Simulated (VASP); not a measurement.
**Ta: single point with r2SCAN**

Ta:

```xyz
1
Lattice="3.3046 0.0000 0.0000 0.0000 3.3046 0.0000 1.6523 -1.6523 1.6523" Properties=species:S:1:pos:R:3 pbc="T T T"
Ta    0.0000    0.0000    0.0000
```

```
Program                : VASP 6.6.1
Task                   : single point
Functional             : r2SCAN
Potentials or basis    : VASP PAW PBE potentials, release 64 (Ta_pv)
Cutoff                 : 520 eV
k mesh                 : 11 × 11 × 21
Occupations            : gaussian, width 0.1 eV
Spin                   : no spin polarisation
Dipole correction      : no
Further INCAR settings : ALGO = Normal; EDIFF = 1e-06; NBANDS = 12; ISYM = 0
```

- Pressure: 0.8 GPa
- Band gap on the k mesh: zero (an odd number of electrons rules out a gap without spin polarisation)

Levels at points of the mesh, in eV from the Fermi level:
```tsv
k point	band 2	band 3	band 4	band 5	band 6	band 7	band 8	band 9	band 10	band 11
(0.00, 0.00, 0.00)	-34.22	-34.22	-8.31	0.85	0.85	0.85	4.33	4.33	12.11	15.78
```

Wall time 7.3 min on 1 thread of Intel(R) Xeon(R) 6975P-C (Granite Rapids), with other jobs on the host, peak memory 0.38 GiB.

Caveat: the PAW data sets were made with another functional, which shifts forces and pressure a little; spin-orbit coupling is left out, which moves the levels of the heavy elements.
